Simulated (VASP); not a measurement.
# Se (Pm-3m) in VASP: notebook, part 2 of 2

VASP 6.6.1. Earlier steps stand in the parts before.

**3. Single point, RPBE (volume scaled by 0.96)**

File INCAR:

```
  PREC = Accurate
  ENCUT = 520
  EDIFF = 1E-6
  ISMEAR = -1
  SIGMA = 0.1
  LREAL = F
  LASPH = T
  NELM = 100
  ALGO = Normal
  ISIF = 2
  LWAVE = F
  LCHARG = F
  GGA = RP
  NBANDS = 9
```

File KPOINTS:

```
regular mesh
0
Gamma
  12 12 12
```

File POSCAR:

```
Se
1.0
    2.8167607207      0.0000000000      0.0000000000
    0.0000000000      2.8167607207      0.0000000000
    0.0000000000      0.0000000000      2.8167607207
Se
1
Direct
    0.0000000000      0.0000000000      0.0000000000
```

Potentials or basis: VASP PAW PBE potentials, release 64 (Se).

Launch:

```bash
$ cat potpaw_PBE.64/Se/POTCAR > POTCAR
$ mpirun -np 1 vasp_std > vasp.out
```

OUTCAR:

```text
PREC = Accurate
   ENCUT = 520
   EDIFF = 1E-6
   ISMEAR = -1
   LREAL = F
   LASPH = T
   NELM = 100
   ISIF = 2
   GGA = RP

 ion  position               nearest neighbor table
   1  0.000  0.000  0.000-

  LATTYP: Found a simple cubic cell.
 ALAT       =     2.8167607207

  Lattice vectors:

 A1 = (   2.8167607207,   0.0000000000,   0.0000000000)
 A2 = (   0.0000000000,   2.8167607207,   0.0000000000)
 A3 = (   0.0000000000,   0.0000000000,   2.8167607207)

Analysis of symmetry for initial positions (statically):
=====================================================================
 Subroutine PRICEL returns:
 Original cell was already a primitive cell.

 Routine SETGRP: Setting up the symmetry group for a
 simple cubic supercell.

 Subroutine GETGRP returns: Found 48 space group operations
 (whereof 48 operations were pure point group operations)
 out of a pool of 48 trial point group operations.

The static configuration has the point symmetry O_h .

Analysis of symmetry for dynamics (positions and initial velocities):
=====================================================================
 Subroutine PRICEL returns:
 Original cell was already a primitive cell.

 Routine SETGRP: Setting up the symmetry group for a
 simple cubic supercell.

 Subroutine GETGRP returns: Found 48 space group operations
 (whereof 48 operations were pure point group operations)
 out of a pool of 48 trial point group operations.

The dynamic configuration has the point symmetry O_h .

 Subroutine INISYM returns: Found 48 space group operations
 (whereof 48 operations are pure point group operations),
 and found     1 'primitive' translations

----------------------------------------------------------------------------------------

                                     Primitive cell

  volume of cell :      22.3486

  direct lattice vectors                    reciprocal lattice vectors
     2.816760721  0.000000000  0.000000000     0.355017731  0.000000000  0.000000000
     0.000000000  2.816760721  0.000000000     0.000000000  0.355017731  0.000000000
     0.000000000  0.000000000  2.816760721     0.000000000  0.000000000  0.355017731

  length of vectors
     2.816760721  2.816760721  2.816760721     0.355017731  0.355017731  0.355017731

  position of ions in fractional coordinates (direct lattice)
     0.000000000  0.000000000  0.000000000

  ion indices of the primitive-cell ions
   primitive index   ion index
                 1           1

----------------------------------------------------------------------------------------

 KPOINTS: regular mesh

Automatic generation of k-mesh.
 Grid dimensions read from file:
 generate k-points for:   12   12   12

 Generating k-lattice:

  Cartesian coordinates                     Fractional coordinates (reciprocal lattice)
     0.029584811  0.000000000  0.000000000     0.083333333  0.000000000  0.000000000
     0.000000000  0.029584811  0.000000000     0.000000000  0.083333333  0.000000000
     0.000000000  0.000000000  0.029584811     0.000000000  0.000000000  0.083333333

  Length of vectors
     0.029584811  0.029584811  0.029584811

  Shift w.r.t. Gamma in fractional coordinates (k-lattice)
     0.000000000  0.000000000  0.000000000

 Subroutine IBZKPT returns following result:
 ===========================================

 Found     84 irreducible k-points:

 Following reciprocal coordinates:
            Coordinates               Weight
  0.000000  0.000000  0.000000      1.000000
  0.083333  0.000000  0.000000      6.000000
  0.166667  0.000000  0.000000      6.000000
  0.250000  0.000000  0.000000      6.000000
  0.333333  0.000000  0.000000      6.000000
  0.416667  0.000000  0.000000      6.000000
[... 16 lines left out ...]
  0.333333  0.333333  0.000000     12.000000
  0.416667  0.333333  0.000000     24.000000
 [... further k-points ...]
   k-points           NKPTS =     84   k-points in BZ     NKDIM =     84   number of bands    NBANDS=      9
   number of dos      NEDOS =    301   number of ions     NIONS =      1
   total plane-waves  NPLWV =  13824
   dimension x,y,z NGX =    24 NGY =   24 NGZ =   24
   dimension x,y,z NGXF=    48 NGYF=   48 NGZF=   48
   ions per type =               1
   NGX,Y,Z   is equivalent  to a cutoff of  14.16, 14.16, 14.16 a.u.
   NGXF,Y,Z  is equivalent  to a cutoff of  28.33, 28.33, 28.33 a.u.
 SYSTEM =  unknown system
   PREC   = accura    normal or accurate (medium, high low for compatibility)
   ISTART =      0    job   : 0-new  1-cont  2-samecut
   ICHARG =      2    charge: 1-file 2-atom 10-const
   ISPIN  =      1    spin polarized calculation?
   LNONCOLLINEAR =      F non collinear calculations
   LSORBIT =      F    spin-orbit coupling
   LASPH  =      T    aspherical Exc in radial PAW
   ENCUT  =  520.0 eV  38.22 Ry    6.18 a.u.   5.24  5.24  5.24*2*pi/ulx,y,z
   NELM   =    100;   NELMIN=  2; NELMDL= -5     # of ELM steps
   EDIFF  = 0.1E-05   stopping-criterion for ELM
   LREAL  =      F    real-space projection
   EDIFFG = 0.1E-04   stopping-criterion for IOM
   NSW    =      0    number of steps for IOM
   IBRION =     -1    ionic relax: 0-MD 1-quasi-New 2-CG
   NFREE  =      0    steps in history (QN), initial steepest desc. (CG)
   ISIF   =      2    stress and relaxation
   ISYM   =      2    0-nonsym 1-usesym 2-fastsym
   POTIM  = 0.5000    time-step for ionic-motion
   TEBEG  =    0.0;   TEEND  =   0.0 temperature during run
   PSTRESS=    0.0 pullay stress
   NELECT =       6.0000    total number of electrons
   NUPDOWN=      -1.0000    fix difference up-down
   EMIN   =  10.00;   EMAX   =-10.00  energy-range for DOS
   EFERMI =   0.00;   METHOD = LEGACY
   ISMEAR =    -1;   SIGMA  =   0.10  broadening in eV -4-tet -1-fermi 0-gaus
   EFERMI_NEDOS =   21; number of points for ismear=-14 and -15
   IALGO  =     38    algorithm
   IMIX   =      4    mixing-type and parameters
     AMIX     =   0.40;   BMIX     =  1.00
     AMIX_MAG =   1.60;   BMIX_MAG =  1.00
  volume/ion in A,a.u.               =      22.35       150.82
  Fermi-wavevector in a.u.,A,eV,Ry     =   1.056109  1.995756 15.175470  1.115366
  Thomas-Fermi vector in A             =   2.191332
   LORBIT       =      0    0 simple, 1 ext, 2 COOP (PROOUT), +10 PAW based schemes
   GGA     = RP    functional components
   LHFCALC =     F    Hartree Fock is set to
   AEXX    =    0.0000 exact exchange contribution
   IVDW    =     0    specifies the selected vdW correction
   LEPSILON=     F    determine dielectric tensor
   LRPA    =     F    only Hartree local field effects (RPA)
 non-spin polarized calculation
  energy-cutoff  :      520.00
  volume of cell :       22.35
 maximum number of plane-waves:       624
 NGX is ok and might be reduce to    24
   NGX = 11   NGY = 11   NGZ = 11

 number of electron       5.9999999 magnetization

 Free energy of the ion-electron system (eV)
  ---------------------------------------------------
  ext. energy  EPLUGINS =         0.00000000
  ---------------------------------------------------
  free energy    TOTEN  =        -2.94030961 eV

  energy without entropy =       -2.92289145  energy(sigma->0) =       -2.93160053

 E-fermi :   4.9436     XC(G=0):  -9.8615

 val. band max:        4.9141880273   @ k =   0.4167   0.1667   0.0000
 cond. band min:       4.9684304886   @ k =   0.3333   0.1667   0.1667
 fundamental gap:      0.0542424613
 Fermi energy:         4.9435642711

 k-point     1 :       0.0000    0.0000    0.0000
  band No.  band energies     occupation
      1     -11.1919      2.00000
      2       6.3405      0.00000
      3       6.3405      0.00000
      4       6.3405      0.00000
      5      12.6536      0.00000
      6      12.6536      0.00000
      7      13.0283      0.00000
      8      27.1658      0.00000
      9      27.1658      0.00000

 k-point     2 :       0.0833    0.0000    0.0000
  band No.  band energies     occupation
      1     -11.0921      2.00000
      2       5.2994      0.05538
      3       6.4192      0.00000
      4       6.4192      0.00000
      5      12.7534      0.00000
      6      13.0054      0.00000
      7      14.0468      0.00000
      8      25.5244      0.00000
      9      25.5244      0.00000
[... 253 lines left out ...]
 k-point    24 :       0.4167    0.3333    0.0000
  band No.  band energies     occupation
      1      -7.9163      2.00000
      2      -0.3367      2.00000
      3       1.3050      2.00000
      4       8.5995      0.00000
      5       9.9386      0.00000
      6      16.9331      0.00000
      7      20.2447      0.00000
      8      21.5898      0.00000
      9      21.7900      0.00000

 [... further k-points ...]

------------------------ aborting loop because EDIFF is reached ----------------------------------------

  FORCE on cell =-STRESS in cart. coord.  units (eV):
  Direction    XX          YY          ZZ          XY          YZ          ZX
  --------------------------------------------------------------------------------------
  -------------------------------------------------------------------------------------
  Total        0.4157297      0.4157297      0.4157297     -0.0000000     -0.0000000      0.0000000
  in kB       29.8038067     29.8038067     29.8038067     -0.0000000     -0.0000000      0.0000000
  external PRESSURE =      29.8038067 kB  Pullay stress =       0.0000000 kB

 VOLUME and BASIS-vectors are now :
 -----------------------------------------------------------------------------
  energy-cutoff  :      520.00
  volume of cell :       22.35
      direct lattice vectors                 reciprocal lattice vectors
     2.816760721  0.000000000  0.000000000     0.355017731  0.000000000  0.000000000
     0.000000000  2.816760721  0.000000000     0.000000000  0.355017731  0.000000000
     0.000000000  0.000000000  2.816760721     0.000000000  0.000000000  0.355017731

 POSITION                                       TOTAL-FORCE (eV/Angst)
 -----------------------------------------------------------------------------------
      0.00000      0.00000      0.00000         0.000000      0.000000      0.000000
 -----------------------------------------------------------------------------------
    total drift:                                0.000000      0.000000      0.000000

  FREE ENERGIE OF THE ION-ELECTRON SYSTEM (eV)
  ---------------------------------------------------
  free  energy   TOTEN  =        -2.9403096062 eV

  energy  without entropy=       -2.9228914458  energy(sigma->0) =       -2.93160053
```

stdout:

```text
POSCAR found type information on POSCAR Se
 POSCAR found :  1 types and       1 ions
 scaLAPACK will be used
 -----------------------------------------------------------------------------
|                                                                             |
|                                                                             |
|     You enforced a specific xc type in the INCAR file but a different       |
|     I HOPE YOU KNOW WHAT YOU ARE DOING!                                     |
|                                                                             |
 -----------------------------------------------------------------------------

 LDA part: xc-table for (Slater+PW92), standard interpolation
 POSCAR, INCAR and KPOINTS ok, starting setup
 FFT: planning ... GRIDC
 FFT: planning ... GRID_SOFT
 FFT: planning ... GRID
 WAVECAR not read
 entering main loop
```

Run time: 7.3 s. Hardware: 1 thread of Intel Xeon 6975P-C, shared host; peak memory 0.15 GiB.

What came out:

| Property | Result |
| --- | --- |
| Free energy | -2.9403 eV |
| Pressure | 3.0 GPa |
| Band gap on the k mesh | zero (band 3 reaches 7.78 eV, above the bottom of band 4 at 1.55 eV) |

Caveat: the PAW data sets were made with another functional, which shifts forces and pressure a little.
